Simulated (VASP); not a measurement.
A run of VASP 6.6.1 is set up as follows.

Contents of POSCAR:

```
Co
1.0
    3.9433593065      0.0000000000      0.0000000000
   -1.9716796533      3.4150493357      0.0000000000
    0.0000000000      0.0000000000      2.4064790485
Co
3
Direct
    0.0000000000      0.0000000000      0.0000000000
    0.3333333333      0.6666666667      0.5000000000
    0.6666666667      0.3333333333      0.5000000000
```

Contents of INCAR.step1:

```
PREC = Accurate
ENCUT = 520
ISMEAR = 0
SIGMA = 0.1
LREAL = F
LASPH = T
NELM = 150
ISPIN = 2
MAGMOM = 2.29 2.31 2.31
LMAXMIX = 4
NBANDS = 24
GGA = PE
ALGO = Normal
EDIFF = 1E-4
LWAVE = T
LCHARG = F
```

The input INCAR.step2:

```
PREC = Accurate
ENCUT = 520
EDIFF = 1E-6
ISMEAR = 0
SIGMA = 0.1
LREAL = F
LASPH = T
NELM = 150
ALGO = Normal
ISIF = 2
LWAVE = F
LCHARG = T
ISPIN = 2
MAGMOM = 2.29 2.31 2.31
LORBIT = 11
LMAXMIX = 4
METAGGA = R2SCAN
LMIXTAU = T
LELF = T
LVHAR = T
NBANDS = 24
ISTART = 1
```

File KPOINTS:

```
Automatic mesh
0
Gamma
  6 6 6
```

Potentials or basis: VASP PAW PBE potentials, release 64 (Co).

The run is started by

```bash
$ cat potpaw_PBE.64/Co/POTCAR > POTCAR
$ cp INCAR.step1 INCAR
$ mpirun -np 1 vasp_std > vasp.out
$ cp INCAR.step2 INCAR
$ mpirun -np 1 vasp_std > vasp.out
```

(1) What does it give for the net moment?

(2) Predict the pressure.

Answers

(1) 5.33 μB per cell.

(2) -0.3 GPa.

Caveat: the k points lie up to 0.44 Å⁻¹ apart; the PAW data sets were made with another functional, which shifts forces and pressure a little.
